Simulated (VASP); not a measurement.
# Be3Pd2S (R-3m) in VASP: notebook, part 2 of 2

VASP 6.6.1. The steps go on from the part before.

## (3) Single point, PBE, collinear spin

This run uses another cell than the first one, of 13.88 Å³/atom.

File INCAR:

```
SYSTEM = Be3Pd2S
PREC = Accurate ; ENCUT = 520
EDIFF = 1E-6 ; ISMEAR = 0
SIGMA = 0.1 ; LREAL = .FALSE.
LASPH = .TRUE. ; NELM = 150
ALGO = Normal ; ISIF = 2
LWAVE = .FALSE. ; LCHARG = .TRUE.
ISPIN = 2 ; MAGMOM = 0 0 0 1 1 0
LORBIT = 11 ; LMAXMIX = 4
GGA = PE ; LELF = .TRUE.
LVHAR = .TRUE. ; NBANDS = 29
```

File KPOINTS:

```
regular mesh
0
G
  6 6 6
  0 0 0
```

File POSCAR:

```
Be3Pd2S
1.0
    2.3771285805      1.3724358258      4.2543346824
   -2.3771285805      1.3724358258      4.2543346824
    0.0000000000     -2.7448716517      4.2543346824
Be Pd S
3 2 1
Direct
    0.5000000000      0.5000000000      0.0000000000
    0.0000000000      0.5000000000      0.5000000000
    0.5000000000      0.0000000000      0.5000000000
    0.1896303776      0.1896303776      0.1896303776
    0.8103696224      0.8103696224      0.8103696224
    0.0000000000      0.0000000000      0.0000000000
```

Potentials or basis: VASP PAW PBE potentials, release 64 (Be, Pd, S).

Command:

```bash
$ cat potpaw_PBE.64/Be/POTCAR potpaw_PBE.64/Pd/POTCAR potpaw_PBE.64/S/POTCAR > POTCAR
$ mpirun -np 1 vasp_std > vasp.out
```

OUTCAR:

```text
SYSTEM = Be3Pd2S
   PREC = Accurate
   ENCUT = 520
   EDIFF = 1E-6
   ISMEAR = 0
   LREAL = .FALSE.
   LASPH = .TRUE.
   NELM = 150
   ISIF = 2
   ISPIN = 2
   LORBIT = 11
   GGA = PE

 ion  position               nearest neighbor table
   1  0.500  0.500  0.000-   4 2.29   5 2.29   2 2.38   3 2.38   3 2.38   2 2.38   6 2.38   6 2.38

   2  0.000  0.500  0.500-   4 2.29   5 2.29   1 2.38   6 2.38   6 2.38   1 2.38   3 2.38   3 2.38

   3  0.500  0.000  0.500-   4 2.29   5 2.29   1 2.38   6 2.38   1 2.38   6 2.38   2 2.38   2 2.38

   4  0.190  0.190  0.190-   1 2.29   2 2.29   3 2.29   6 2.42   5 2.81   5 2.81   5 2.81
   5  0.810  0.810  0.810-   1 2.29   2 2.29   3 2.29   6 2.42   4 2.81   4 2.81   4 2.81
   6  0.000  0.000  0.000-   2 2.38   3 2.38   2 2.38   3 2.38   1 2.38   1 2.38   4 2.42   5 2.42

  LATTYP: Found a trigonal (rhomboedric) cell.
 ALAT       =     5.0629718520
 COS(alpha) =     0.5591160214

  Lattice vectors:

 A1 = (   2.3771285805,   1.3724358258,   4.2543346824)
 A2 = (  -2.3771285805,   1.3724358258,   4.2543346824)
 A3 = (   0.0000000000,  -2.7448716517,   4.2543346824)

Analysis of symmetry for initial positions (statically):
=====================================================================
 Subroutine PRICEL returns:
 Original cell was already a primitive cell.

 Routine SETGRP: Setting up the symmetry group for a
 trigonal (rhombohedral) supercell.

 Subroutine GETGRP returns: Found 12 space group operations
 (whereof 12 operations were pure point group operations)
 out of a pool of 12 trial point group operations.

The static configuration has the point symmetry D_3d.

Analysis of symmetry for dynamics (positions and initial velocities):
=====================================================================
 Subroutine PRICEL returns:
 Original cell was already a primitive cell.

 Routine SETGRP: Setting up the symmetry group for a
 trigonal (rhombohedral) supercell.

 Subroutine GETGRP returns: Found 12 space group operations
[... 187 lines left out ...]
      1      -8.0409      1.00000
      2       0.1355      1.00000
      3       0.1355      1.00000
      4       0.6450      1.00000
      5       1.7254      1.00000
      6       3.1578      1.00000
[... 733 lines left out ...]
     27      16.1682      0.00000
     28      16.5517      0.00000

 [... further k-points ...]

 spin component 2

 k-point     1 :       0.0000    0.0000    0.0000
  band No.  band energies     occupation
      1      -8.0409      1.00000
      2       0.1355      1.00000
      3       0.1355      1.00000
      4       0.6449      1.00000
      5       1.7254      1.00000
      6       3.1579      1.00000
[... 733 lines left out ...]
     27      16.1682      0.00000
     28      16.5517      0.00000

 [... further k-points ...]

 [bands above 28 left out]

------------------------ aborting loop because EDIFF is reached ----------------------------------------

  FORCE on cell =-STRESS in cart. coord.  units (eV):
  Direction    XX          YY          ZZ          XY          YZ          ZX
  --------------------------------------------------------------------------------------
  -------------------------------------------------------------------------------------
  Total       -0.0221933     -0.0221933      0.0721863      0.0000000     -0.0000000     -0.0000000
  in kB       -0.4269768     -0.4269768      1.3887946      0.0000000     -0.0000000     -0.0000000
  external PRESSURE =       0.1782803 kB  Pullay stress =       0.0000000 kB

 VOLUME and BASIS-vectors are now :
 -----------------------------------------------------------------------------
  energy-cutoff  :      520.00
  volume of cell :       83.28
      direct lattice vectors                 reciprocal lattice vectors
     2.377128580  1.372435826  4.254334682     0.210337802  0.121438586  0.078351460
    -2.377128580  1.372435826  4.254334682    -0.210337802  0.121438586  0.078351460
     0.000000000 -2.744871652  4.254334682     0.000000000 -0.242877173  0.078351460

 POSITION                                       TOTAL-FORCE (eV/Angst)
 -----------------------------------------------------------------------------------
      0.00000      1.37244      4.25433         0.000000      0.000000      0.000000
     -1.18856     -0.68622      4.25433        -0.000000      0.000000      0.000000
      1.18856     -0.68622      4.25433        -0.000000      0.000000      0.000000
      0.00000     -0.00000      2.42025         0.000000      0.000000     -0.005433
      0.00000     -0.00000     10.34275         0.000000     -0.000000      0.005433
      0.00000      0.00000      0.00000         0.000000      0.000000      0.000000
 -----------------------------------------------------------------------------------
    total drift:                                0.000000     -0.000000      0.000000

  FREE ENERGIE OF THE ION-ELECTRON SYSTEM (eV)
  ---------------------------------------------------
  free  energy   TOTEN  =       -25.5031468017 eV

  energy  without entropy=      -25.4948409706  energy(sigma->0) =      -25.49899389

 total charge

# of ion       s       p       d       tot
------------------------------------------
    1        0.407   0.539   0.000   0.947
    2        0.407   0.539   0.000   0.947
    3        0.407   0.539   0.000   0.947
    4        0.510   0.425   8.631   9.565
    5        0.510   0.425   8.631   9.565
    6        1.377   2.291   0.000   3.668
--------------------------------------------------
tot          3.619   4.758  17.261  25.638

 magnetization (x)

# of ion       s       p       d       tot
------------------------------------------
    1        0.000  -0.000   0.000   0.000
    2        0.000  -0.000   0.000   0.000
    3        0.000  -0.000   0.000   0.000
    4       -0.000  -0.000   0.000   0.000
    5       -0.000  -0.000   0.000   0.000
    6        0.000   0.000   0.000   0.000
--------------------------------------------------
tot         -0.000  -0.000   0.000   0.000
```

Run time: 1.8 min. Hardware: 1 thread of AMD EPYC 9R45 (Zen 5), shared host; peak memory 0.32 GiB.

Results:

```
Free energy                                           : -25.5031 eV
Pressure                                              : 0.0 GPa
Largest force                                         : 0.005 eV/Å
Band gap on the k mesh                                : zero (filled and empty bands overlap)
Net moment                                            : 0.00 μB per cell
Valence electrons inside the program's atomic spheres : Be 0.95; Pd 9.56; S 3.67
```

Forces in eV/Å, atoms in the order of the input:
```
Be   0.000  0.000  0.000
Be   0.000  0.000  0.000
Be   0.000  0.000  0.000
Pd   0.000  0.000 -0.005
Pd   0.000  0.000  0.005
S    0.000  0.000  0.000
```

Levels at points of the mesh, in eV from the Fermi level:
Spin up:
| k point | band 13 | band 14 | band 15 | band 16 | band 17 | band 18 | band 19 | band 20 |
| --- | --- | --- | --- | --- | --- | --- | --- | --- |
| (0.00, 0.00, 0.00) | -2.39 | -2.04 | -2.04 | 0.18 | 1.58 | 1.85 | 1.85 | 1.89 |
| (0.50, 0.00, 0.00) | -1.90 | -1.62 | -1.52 | 0.18 | 0.75 | 1.06 | 3.14 | 3.15 |
| (0.50, 0.50, 0.00) | -2.06 | -1.70 | -1.32 | -0.58 | 0.35 | 2.85 | 2.99 | 3.07 |
| (0.50, 0.50, 0.50) | -2.05 | -2.05 | -1.73 | -1.14 | 1.55 | 2.51 | 2.51 | 4.53 |
Spin down:
| k point | band 13 | band 14 | band 15 | band 16 | band 17 | band 18 | band 19 | band 20 |
| --- | --- | --- | --- | --- | --- | --- | --- | --- |
| (0.00, 0.00, 0.00) | -2.39 | -2.04 | -2.04 | 0.18 | 1.58 | 1.85 | 1.85 | 1.89 |
| (0.50, 0.00, 0.00) | -1.90 | -1.62 | -1.52 | 0.18 | 0.75 | 1.06 | 3.14 | 3.15 |
| (0.50, 0.50, 0.00) | -2.06 | -1.70 | -1.32 | -0.58 | 0.35 | 2.85 | 2.99 | 3.07 |
| (0.50, 0.50, 0.50) | -2.05 | -2.05 | -1.73 | -1.14 | 1.55 | 2.51 | 2.51 | 4.53 |

## (4) Single point, PBE

This run uses another cell than the first one, of 13.95 Å³/atom.

File INCAR:

```
SYSTEM = Be3Pd2S
  PREC = Accurate
  ENCUT = 520
  EDIFF = 1E-6
  ISMEAR = 0
  SIGMA = 0.1
  LREAL = .False.
  LASPH = .True.
  NELM = 60
  ALGO = Normal
  ISIF = 2
  LWAVE = .False.
  LCHARG = .False.
  GGA = PE
  NBANDS = 25
```

File KPOINTS:

```
Automatic mesh
0
Gamma
  12 12 12
  0 0 0
```

File POSCAR:

```
Be3Pd2S
1.0
    2.3883638476      1.3789225103      4.2353478360
   -2.3883638476      1.3789225103      4.2353478360
    0.0000000000     -2.7578450207      4.2353478360
Be Pd S
3 2 1
Direct
    0.5000000000      0.5000000000      0.0000000000
    0.0000000000      0.5000000000      0.5000000000
    0.5000000000      0.0000000000      0.5000000000
    0.1901782683      0.1901782683      0.1901782683
    0.8098217317      0.8098217317      0.8098217317
    0.0000000000      0.0000000000      0.0000000000
```

Potentials or basis: VASP PAW PBE potentials, release 64 (Be, Pd, S).

Command:

```bash
$ cat potpaw_PBE.64/Be/POTCAR potpaw_PBE.64/Pd/POTCAR potpaw_PBE.64/S/POTCAR > POTCAR
$ mpirun -np 1 vasp_std > vasp.out
```

OUTCAR:

```text
SYSTEM = Be3Pd2S
   PREC = Accurate
   ENCUT = 520
   EDIFF = 1E-6
   ISMEAR = 0
   LREAL = .False.
   LASPH = .True.
   NELM = 60
   ISIF = 2
   GGA = PE

 ion  position               nearest neighbor table
   1  0.500  0.500  0.000-   4 2.28   5 2.28   6 2.39   6 2.39
   2  0.000  0.500  0.500-   4 2.28   5 2.28   6 2.39   6 2.39
   3  0.500  0.000  0.500-   4 2.28   5 2.28   6 2.39   6 2.39
   4  0.190  0.190  0.190-   1 2.28   2 2.28   3 2.28   6 2.42   5 2.82   5 2.82   5 2.82
   5  0.810  0.810  0.810-   1 2.28   2 2.28   3 2.28   6 2.42   4 2.82   4 2.82   4 2.82
[... 882 lines left out ...]
  Total       -0.0008337     -0.0008337      0.0251592      0.0000000     -0.0000000     -0.0000000
  in kB       -0.0159607     -0.0159607      0.4816439      0.0000000     -0.0000000     -0.0000000
  external PRESSURE =       0.1499075 kB  Pullay stress =       0.0000000 kB

 VOLUME and BASIS-vectors are now :
 -----------------------------------------------------------------------------
  energy-cutoff  :      520.00
  volume of cell :       83.69
      direct lattice vectors                 reciprocal lattice vectors
     2.388363848  1.378922510  4.235347836     0.209348337  0.120867319  0.078702705
    -2.388363848  1.378922510  4.235347836    -0.209348337  0.120867319  0.078702705
     0.000000000 -2.757845021  4.235347836     0.000000000 -0.241734638  0.078702705

 POSITION                                       TOTAL-FORCE (eV/Angst)
 -----------------------------------------------------------------------------------
      0.00000      1.37892      4.23535        -0.000000      0.000000      0.000000
     -1.19418     -0.68946      4.23535         0.000000      0.000000      0.000000
      1.19418     -0.68946      4.23535         0.000000      0.000000      0.000000
      0.00000     -0.00000      2.41641         0.000000      0.000000     -0.006865
      0.00000     -0.00000     10.28963         0.000000     -0.000000      0.006865
      0.00000      0.00000      0.00000         0.000000      0.000000      0.000000
 -----------------------------------------------------------------------------------
    total drift:                                0.000000     -0.000000      0.000000

  FREE ENERGIE OF THE ION-ELECTRON SYSTEM (eV)
  ---------------------------------------------------
  free  energy   TOTEN  =       -25.4939582577 eV

  energy  without entropy=      -25.4815533302  energy(sigma->0) =      -25.48775579
```

OSZICAR:

```text
N       E                     dE             d eps       ncg     rms          rms(c)
DAV:   1     0.143375584617E+03    0.14338E+03   -0.14318E+04  9450   0.115E+03
DAV:   2    -0.194865779690E+02   -0.16286E+03   -0.14794E+03 10656   0.238E+02
DAV:   3    -0.265783355861E+02   -0.70918E+01   -0.67923E+01 12485   0.509E+01
DAV:   4    -0.267051560957E+02   -0.12682E+00   -0.12650E+00 10845   0.759E+00
DAV:   5    -0.267076924142E+02   -0.25363E-02   -0.25353E-02 12334   0.110E+00    0.155E+01
DAV:   6    -0.259351479298E+02    0.77254E+00   -0.52958E+00 11052   0.200E+01    0.976E+00
DAV:   7    -0.255344433445E+02    0.40070E+00   -0.14048E+00 10667   0.115E+01    0.503E+00
DAV:   8    -0.255007101114E+02    0.33733E-01   -0.16976E-01 11204   0.205E+00    0.171E+00
DAV:   9    -0.254944296480E+02    0.62805E-02   -0.19903E-02 11550   0.127E+00    0.378E-01
DAV:  10    -0.254940038413E+02    0.42581E-03   -0.39840E-03 10410   0.430E-01    0.815E-02
DAV:  11    -0.254939570382E+02    0.46803E-04   -0.59630E-04 10677   0.189E-01    0.266E-02
DAV:  12    -0.254939563750E+02    0.66327E-06   -0.39507E-05 11890   0.535E-02    0.141E-02
DAV:  13    -0.254939583711E+02   -0.19961E-05   -0.53807E-06 10388   0.141E-02    0.304E-03
DAV:  14    -0.254939582577E+02    0.11343E-06   -0.44574E-07  5349   0.374E-03
   1 F= -.25493958E+02 E0= -.25487756E+02  d E =-.124049E-01
```

It took 4.1 min on 1 thread of AMD EPYC 9R45 (Zen 5), shared host; peak memory 0.48 GiB.

Results:

* Free energy: -25.4940 eV
* Pressure: 0.0 GPa
* Largest force: 0.007 eV/Å
* Band gap on the k mesh: zero (bands 16 and 17 overlap by 0.59 eV)

Forces on the atoms (eV/Å):
```
Be   0.000  0.000  0.000
Be   0.000  0.000  0.000
Be   0.000  0.000  0.000
Pd   0.000  0.000 -0.007
Pd   0.000  0.000  0.007
S    0.000  0.000  0.000
```

## (5) The runs side by side

```tsv
spin	cell	k mesh	gap on the mesh (eV)	pressure (GPa)	moment (μB)	largest force (eV/Å)
collinear	a = 4.707 Å, angles 65.9°, 6 atoms, atomic positions A	6 × 6 × 6	none	16.4	0.00	1.16
collinear	a = 5.063 Å, angles 56.0°, 6 atoms, atomic positions B	6 × 6 × 6	none	0.0	0.00	0.01
off	a = 5.054 Å, angles 56.4°, 6 atoms, atomic positions C	12 × 12 × 12	none	0.0	-	0.01
```

Alike in all rows: task single point; level PBE; potentials or basis VASP PAW PBE potentials, release 64 (Be, Pd, S); cutoff (eV) 520; smearing gaussian 0.1 eV.

Caveats: the stress differs along the axes, from 8 to 33 GPa (at least some runs); forces of over 1 eV/Å act on the atoms, so gaps and moduli don't describe the material at rest (at least some runs).

Absolute energies hang on the potentials; compare differences alone.
